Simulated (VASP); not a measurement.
Write the native input for VASP 6.6.1 that does the following.

```yaml
Task: single point
Functional: PBE
Potentials_or_basis: VASP PAW PBE potentials, release 64 (Zr_sv, Pb_d, O)
Cutoff: 520 eV
k_mesh: 6 × 6 × 4
Occupations: gaussian, width 0.1 eV
Spin: collinear spin, ferromagnetic start
Starting_moments: "[1.0, 1.0, 0.0, 0.0] μB"
Dipole_correction: no
Further_INCAR_settings: ALGO = Normal; EDIFF = 1e-07; NBANDS = 34
```

The structure of Zr2PbO lies in POSCAR:

```
Zr2PbO
1.0
    3.4891712707      0.0000000000      0.0000000000
   -1.7445856353      3.0217109585      0.0000000000
    0.0000000000      0.0000000000      7.1147767146
Zr Pb O
2 1 1
Direct
    0.3333333333      0.6666666667      0.1568838407
    0.6666666667      0.3333333333      0.8431161593
    0.0000000000      0.0000000000      0.5000000000
    0.0000000000      0.0000000000      0.0000000000
```

The input as run:

INCAR

```
PREC = Accurate
ENCUT = 520
EDIFF = 1E-7
ISMEAR = 0
SIGMA = 0.1
LREAL = F
LASPH = T
NELM = 150
ALGO = Normal
ISIF = 2
LWAVE = F
LCHARG = F
ISPIN = 2
MAGMOM = 1 1 0 0
LORBIT = 11
LMAXMIX = 4
GGA = PE
NBANDS = 34
```

KPOINTS

```
Automatic mesh
0
Gamma
  6 6 4
```

Potentials or basis: VASP PAW PBE potentials, release 64 (Zr_sv, Pb_d, O).

The run is started by

```bash
$ cat potpaw_PBE.64/Zr_sv/POTCAR potpaw_PBE.64/Pb_d/POTCAR potpaw_PBE.64/O/POTCAR > POTCAR
$ mpirun -np 1 vasp_std > vasp.out
```

Results of the run:

- Pressure: 0.1 GPa
- Largest force: 0.054 eV/Å
- Band gap on the k mesh: zero (filled and empty bands overlap)
- Net moment: 0.00 μB per cell
- Valence electrons inside the program's atomic spheres: Zr 9.82; Pb 12.12; O 5.00

Caveat: spin-orbit coupling is left out, which moves the levels of the heavy elements.

It took 65 s on 1 thread of Intel(R) Xeon(R) 6975P-C (Granite Rapids) (shared host), peak memory 0.28 GiB.
